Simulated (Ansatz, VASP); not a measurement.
**Rh in VASP and in Ansatz**

```xyz
1
Lattice="0.0000 1.9016 1.9586 1.9016 0.0000 1.9586 1.9016 1.9016 0.0000" Properties=species:S:1:pos:R:3 pbc="T T T"
Rh    0.0000    0.0000    0.0000
```

Change from the starting cell: zz strain of +3 %.

Alike in both runs: task single point; functional PBEsol; k mesh 16 × 16 × 16; occupations fermi-dirac, width 0.08 eV; no spin polarisation.

```csv
,VASP,Ansatz
version,VASP 6.6.1,Ansatz 0.2.0
potentials or method,"VASP PAW PBE potentials, release 64 (Rh_pv), cutoff 520 eV","all-electron LAPW, scalar-relativistic"
```

VASP gave:

```
pressure (GPa)                                                : -12.2
traceless stress, the component that is largest in VASP (GPa) : -4.45
```

Q: Which values does Ansatz return?

A: Pressure (GPa): -12.1; traceless stress, the component that is largest in VASP (GPa): -4.46.

VASP's potentials were made for PBE, not for PBEsol. Ansatz ran all-electron here, and VASP with PAW potentials.
